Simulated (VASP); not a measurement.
# Cu3N (Pm-3m) in VASP: further runs, part 2 of 2

VASP 6.6.1. The steps go on from the part before.

### Step 3. Single point, r2SCAN

This run uses another cell than the first one, of 13.60 Å³/atom, 1.031 times its volume.

File POSCAR:

```
Cu3N
1.0
    3.7893700971      0.0000000000      0.0000000000
    0.0000000000      3.7893700971      0.0000000000
    0.0000000000      0.0000000000      3.7893700971
Cu N
3 1
Direct
    0.5000000000      0.0000000000      0.0000000000
    0.0000000000      0.5000000000      0.0000000000
    0.0000000000      0.0000000000      0.5000000000
    0.0000000000      0.0000000000      0.0000000000
```

File INCAR.step1:

```
SYSTEM = Cu3N
  ALGO = Normal
  EDIFF = 1E-5
  ENCUT = 660
  GGA = PE
  GGA_COMPAT = .False.
  ISMEAR = -1
  LASPH = .True.
  LCHARG = .False.
  LREAL = .False.
  LWAVE = .True.
  NBANDS = 27
  NELM = 120
  PREC = Accurate
  SIGMA = 0.02
```

File INCAR.step2:

```
SYSTEM = Cu3N
  ALGO = Normal
  EDIFF = 1E-6
  ENCUT = 660
  GGA_COMPAT = .False.
  ISIF = 2
  ISMEAR = -1
  ISTART = 1
  LASPH = .True.
  LCHARG = .False.
  LMIXTAU = .True.
  LREAL = .False.
  LWAVE = .False.
  METAGGA = R2SCAN
  NBANDS = 27
  NELM = 120
  PREC = Accurate
  SIGMA = 0.02
```

File KPOINTS:

```
k-points
0
Gamma
  6 6 6
  0 0 0
```

Potentials or basis: VASP PAW PBE potentials, release 64 (Cu, N).

Command:

```bash
> cat potpaw_PBE.64/Cu/POTCAR potpaw_PBE.64/N/POTCAR > POTCAR
> cp INCAR.step1 INCAR
> mpirun -np 1 vasp_std > vasp.out
> cp INCAR.step2 INCAR
> mpirun -np 1 vasp_std > vasp.out
```

OUTCAR:

```text
SYSTEM = Cu3N
   EDIFF = 1E-6
   ENCUT = 660
   ISIF = 2
   ISMEAR = -1
   ISTART = 1
   LASPH = .True.
   LREAL = .False.
   METAGGA = R2SCAN
   NELM = 120
   PREC = Accurate

 ion  position               nearest neighbor table
   1  0.500  0.000  0.000-   4 1.89   4 1.89   2 2.68   3 2.68   2 2.68   2 2.68   3 2.68   3 2.68
                             3 2.68   2 2.68
   2  0.000  0.500  0.000-   4 1.89   4 1.89   1 2.68   3 2.68   1 2.68   3 2.68   3 2.68   3 2.68
                             1 2.68   1 2.68
   3  0.000  0.000  0.500-   4 1.89   4 1.89   1 2.68   1 2.68   2 2.68   2 2.68   2 2.68   2 2.68
                             1 2.68   1 2.68
   4  0.000  0.000  0.000-   1 1.89   2 1.89   3 1.89   3 1.89   2 1.89   1 1.89

  LATTYP: Found a simple cubic cell.
 ALAT       =     3.7893700971

  Lattice vectors:

 A1 = (   3.7893700971,   0.0000000000,   0.0000000000)
 A2 = (   0.0000000000,   3.7893700971,   0.0000000000)
 A3 = (   0.0000000000,   0.0000000000,   3.7893700971)

Analysis of symmetry for initial positions (statically):
=====================================================================
 Subroutine PRICEL returns:
 Original cell was already a primitive cell.

 Routine SETGRP: Setting up the symmetry group for a
 simple cubic supercell.

 Subroutine GETGRP returns: Found 48 space group operations
 (whereof 48 operations were pure point group operations)
 out of a pool of 48 trial point group operations.

The static configuration has the point symmetry O_h .

Analysis of symmetry for dynamics (positions and initial velocities):
=====================================================================
 Subroutine PRICEL returns:
 Original cell was already a primitive cell.

 Routine SETGRP: Setting up the symmetry group for a
 simple cubic supercell.

 Subroutine GETGRP returns: Found 48 space group operations
 (whereof 48 operations were pure point group operations)
 out of a pool of 48 trial point group operations.

The dynamic configuration has the point symmetry O_h .

 Subroutine INISYM returns: Found 48 space group operations
 (whereof 48 operations are pure point group operations),
 and found     1 'primitive' translations

----------------------------------------------------------------------------------------

                                     Primitive cell

  volume of cell :      54.4128

  direct lattice vectors                    reciprocal lattice vectors
     3.789370097  0.000000000  0.000000000     0.263896103  0.000000000  0.000000000
     0.000000000  3.789370097  0.000000000     0.000000000  0.263896103  0.000000000
     0.000000000  0.000000000  3.789370097     0.000000000  0.000000000  0.263896103

  length of vectors
     3.789370097  3.789370097  3.789370097     0.263896103  0.263896103  0.263896103

  position of ions in fractional coordinates (direct lattice)
     0.500000000  0.000000000  0.000000000
     0.000000000  0.500000000  0.000000000
     0.000000000  0.000000000  0.500000000
     0.000000000  0.000000000  0.000000000

  ion indices of the primitive-cell ions
   primitive index   ion index
                 1           1
                 2           2
                 3           3
                 4           4

----------------------------------------------------------------------------------------

[... 24 lines left out ...]
 Following reciprocal coordinates:
            Coordinates               Weight
  0.000000  0.000000  0.000000      1.000000
  0.166667  0.000000  0.000000      6.000000
  0.333333  0.000000  0.000000      6.000000
  0.500000  0.000000  0.000000      3.000000
  0.166667  0.166667  0.000000     12.000000
  0.333333  0.166667  0.000000     24.000000
[... 12 lines left out ...]
  0.500000  0.500000  0.333333      6.000000
  0.500000  0.500000  0.500000      1.000000
   k-points           NKPTS =     20   k-points in BZ     NKDIM =     20   number of bands    NBANDS=     27
   number of dos      NEDOS =    301   number of ions     NIONS =      4
   total plane-waves  NPLWV =  32768
   dimension x,y,z NGX =    32 NGY =   32 NGZ =   32
   dimension x,y,z NGXF=    64 NGYF=   64 NGZF=   64
   ions per type =               3   1
   NGX,Y,Z   is equivalent  to a cutoff of  14.04, 14.04, 14.04 a.u.
   NGXF,Y,Z  is equivalent  to a cutoff of  28.08, 28.08, 28.08 a.u.
 SYSTEM =  Cu3N
   PREC   = accura    normal or accurate (medium, high low for compatibility)
   ISTART =      1    job   : 0-new  1-cont  2-samecut
   ICHARG =      0    charge: 1-file 2-atom 10-const
   ISPIN  =      1    spin polarized calculation?
   LNONCOLLINEAR =      F non collinear calculations
   LSORBIT =      F    spin-orbit coupling
   LASPH  =      T    aspherical Exc in radial PAW
   ENCUT  =  660.0 eV  48.51 Ry    6.96 a.u.   7.94  7.94  7.94*2*pi/ulx,y,z
   NELM   =    120;   NELMIN=  2; NELMDL=  0     # of ELM steps
   EDIFF  = 0.1E-05   stopping-criterion for ELM
   LREAL  =      F    real-space projection
   EDIFFG = 0.1E-04   stopping-criterion for IOM
   NSW    =      0    number of steps for IOM
   IBRION =     -1    ionic relax: 0-MD 1-quasi-New 2-CG
   NFREE  =      0    steps in history (QN), initial steepest desc. (CG)
   ISIF   =      2    stress and relaxation
   ISYM   =      2    0-nonsym 1-usesym 2-fastsym
   POTIM  = 0.5000    time-step for ionic-motion
   TEBEG  =    0.0;   TEEND  =   0.0 temperature during run
   PSTRESS=    0.0 pullay stress
   NELECT =      38.0000    total number of electrons
   NUPDOWN=      -1.0000    fix difference up-down
   EMIN   =  10.00;   EMAX   =-10.00  energy-range for DOS
   EFERMI =   0.00;   METHOD = LEGACY
   ISMEAR =    -1;   SIGMA  =   0.02  broadening in eV -4-tet -1-fermi 0-gaus
   EFERMI_NEDOS =   21; number of points for ismear=-14 and -15
   IALGO  =     38    algorithm
   IMIX   =      4    mixing-type and parameters
     AMIX     =   0.40;   BMIX     =  1.00
     AMIX_MAG =   1.60;   BMIX_MAG =  1.00
  volume/ion in A,a.u.               =      13.60        91.80
  Fermi-wavevector in a.u.,A,eV,Ry     =   1.452454  2.744740 28.703152  2.109622
  Thomas-Fermi vector in A             =   2.569834
   LORBIT       =      0    0 simple, 1 ext, 2 COOP (PROOUT), +10 PAW based schemes
   METAGGA = R2SCAN    functional components
   LHFCALC =     F    Hartree Fock is set to
   AEXX    =    0.0000 exact exchange contribution
   IVDW    =     0    specifies the selected vdW correction
   LEPSILON=     F    determine dielectric tensor
   LRPA    =     F    only Hartree local field effects (RPA)
 non-spin polarized calculation
  energy-cutoff  :      660.00
  volume of cell :       54.41
 maximum number of plane-waves:      2176
 NGX is ok and might be reduce to    32
   NGX = 15   NGY = 15   NGZ = 15

 number of electron      37.9999970 magnetization

 Free energy of the ion-electron system (eV)
  ---------------------------------------------------
  ext. energy  EPLUGINS =         0.00000000
  ---------------------------------------------------
  free energy    TOTEN  =       -40.70950970 eV

  energy without entropy =      -40.70949412  energy(sigma->0) =      -40.70950191

 E-fermi :   5.1225     XC(G=0): -11.5445

 val. band max:        4.9974602401   @ k =   0.5000   0.5000   0.5000
 cond. band min:       5.2475375712   @ k =   0.5000   0.5000   0.0000
 fundamental gap:      0.2500773310
 Fermi energy:         5.1224949174

 k-point     1 :       0.0000    0.0000    0.0000
  band No.  band energies     occupation
      1     -12.9155      2.00000
      2      -0.4338      2.00000
      3      -0.0304      2.00000
      4      -0.0304      2.00000
      5      -0.0304      2.00000
      6       0.9208      2.00000
[... 589 lines left out ...]
     26      13.6928      0.00000
     27      16.5441      0.00000

------------------------ aborting loop because EDIFF is reached ----------------------------------------

  FORCE on cell =-STRESS in cart. coord.  units (eV):
  Direction    XX          YY          ZZ          XY          YZ          ZX
  --------------------------------------------------------------------------------------
  -------------------------------------------------------------------------------------
  Total        0.2497267      0.2497267      0.2497267     -0.0000000      0.0000000     -0.0000000
  in kB        7.3531695      7.3531695      7.3531695     -0.0000000      0.0000000     -0.0000000
  external PRESSURE =       7.3531695 kB  Pullay stress =       0.0000000 kB

 VOLUME and BASIS-vectors are now :
 -----------------------------------------------------------------------------
  energy-cutoff  :      660.00
  volume of cell :       54.41
      direct lattice vectors                 reciprocal lattice vectors
     3.789370097  0.000000000  0.000000000     0.263896103  0.000000000  0.000000000
     0.000000000  3.789370097  0.000000000     0.000000000  0.263896103  0.000000000
     0.000000000  0.000000000  3.789370097     0.000000000  0.000000000  0.263896103

 POSITION                                       TOTAL-FORCE (eV/Angst)
 -----------------------------------------------------------------------------------
      1.89469      0.00000      0.00000         0.000000      0.000000      0.000000
      0.00000      1.89469      0.00000         0.000000      0.000000      0.000000
      0.00000      0.00000      1.89469         0.000000      0.000000      0.000000
      0.00000      0.00000      0.00000         0.000000      0.000000      0.000000
 -----------------------------------------------------------------------------------
    total drift:                                0.000000      0.000000     -0.000000

  FREE ENERGIE OF THE ION-ELECTRON SYSTEM (eV)
  ---------------------------------------------------
  free  energy   TOTEN  =       -40.7095096962 eV

  energy  without entropy=      -40.7094941186  energy(sigma->0) =      -40.70950191
```

It took 43 s on 1 thread of Intel Xeon 6975P-C (Granite Rapids), shared host; peak memory 0.2 GiB.

What came out:

| Property | Result |
| --- | --- |
| Free energy | -40.7095 eV |
| Pressure | 0.7 GPa |
| Band gap on the k mesh | 0.25 eV, indirect (least direct gap 0.86 eV) |

Caveat: the PAW data sets were made with another functional, which shifts forces and pressure a little. A k mesh can miss the band edges.

### Step 4. Single point, r2SCAN

This run uses another cell than the first one, of 13.60 Å³/atom, 1.031 times its volume.

POSCAR is that of step 3.

File INCAR.step1:

```
  ALGO = Normal
  EDIFF = 1E-5
  ENCUT = 660
  GGA = PE
  GGA_COMPAT = F
  ISMEAR = -1
  LASPH = T
  LCHARG = F
  LREAL = F
  LWAVE = T
  NBANDS = 27
  NELM = 120
  PREC = Accurate
  SIGMA = 0.02
```

File INCAR.step2:

```
  ALGO = Normal
  EDIFF = 1E-6
  ENCUT = 660
  GGA_COMPAT = F
  ISIF = 2
  ISMEAR = -1
  ISTART = 1
  LASPH = T
  LCHARG = F
  LMIXTAU = T
  LREAL = F
  LWAVE = F
  METAGGA = R2SCAN
  NBANDS = 27
  NELM = 120
  PREC = Accurate
  SIGMA = 0.02
```

File KPOINTS:

```
k-points
0
Gamma
  6 6 6
```

Command:

```bash
> cat potpaw_PBE.64/Cu/POTCAR potpaw_PBE.64/N/POTCAR > POTCAR
> cp INCAR.step1 INCAR
> mpirun -np 1 vasp_std > vasp.out
> cp INCAR.step2 INCAR
> mpirun -np 1 vasp_std > vasp.out
```

Wall time 44 s (1 thread of Intel Xeon 6975P-C (Granite Rapids), shared host); peak memory 0.2 GiB.

Results (log left out):

| Quantity | Value |
| --- | --- |
| Free energy | -40.7095 eV |
| Pressure | 0.7 GPa |
| Band gap on the k mesh | 0.25 eV, indirect (least direct gap 0.86 eV) |

Levels at points of the mesh, in eV from the valence-band top:
```csv
k point,band 15,band 16,band 17,band 18,band 19,band 20,band 21,band 22,band 23,band 24
"(0.00, 0.00, 0.00)",-2.51,-1.98,-1.98,-1.98,-1.91,1.20,5.72,5.72,7.03,7.03
"(0.50, 0.00, 0.00)",-2.51,-2.31,-1.98,-1.51,-1.51,1.85,3.56,7.38,7.59,7.59
"(0.50, 0.50, 0.00)",-2.46,-2.29,-1.14,-1.14,-0.75,0.25,4.02,5.19,5.19,8.65
"(0.50, 0.50, 0.50)",-2.01,-2.01,0.00,0.00,0.00,0.94,0.94,0.94,6.33,8.70
```

Caveat: the PAW data sets were made with another functional, which shifts forces and pressure a little.
